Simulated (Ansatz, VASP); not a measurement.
AlFe in VASP and in Ansatz

```xyz
4
Lattice="-2.2901 2.2901 2.6289 2.2901 -2.2901 2.6289 2.2901 2.2901 -2.6289" Properties=species:S:1:pos:R:3 pbc="T T T"
Al    0.0000    0.0000    2.6289
Al    2.2901    0.0000    1.3145
Fe    0.0000    0.0000    0.0000
Fe    0.0000    2.2901    1.3145
```

Alike in both runs: task single point; functional PBE; k mesh 6 × 6 × 6; occupations gaussian, width 0.1 eV; collinear spin.

|  | VASP | Ansatz |
| --- | --- | --- |
| version | VASP 6.6.1 | Ansatz 0.2.0 |
| potentials or method | VASP PAW PBE potentials, release 64 (Al, Fe), cutoff 520 eV | scalar-relativistic, plane waves, PAW |
| valence electrons in the cell | 22 | 38 |

VASP gave:

| Property | Result |
| --- | --- |
| gap on the k mesh at the Fermi level (eV) | none |
| pressure (GPa) | -7.7 |
| traceless stress, the component that is largest in VASP (GPa) | 7.64 |
| net moment per atom (μB) | 1.02 |
| size of the moment on the site where the two differ most (μB) | 0.03 |

Task: Estimate Ansatz's values.

Result: gap on the k mesh at the Fermi level (eV): none; pressure (GPa): -7.7; traceless stress, the component that is largest in VASP (GPa): 7.62; net moment per atom (μB): 1.02; size of the moment on the site where the two differ most (μB): 0.06.

Site moments also hang on the region over which each program counts them. A gap of «none» marks a metal or a gap that the smearing closes. VASP's potentials hold 22 valence electrons a cell and Ansatz's 38, so a difference there can come from the potentials and not from the codes.
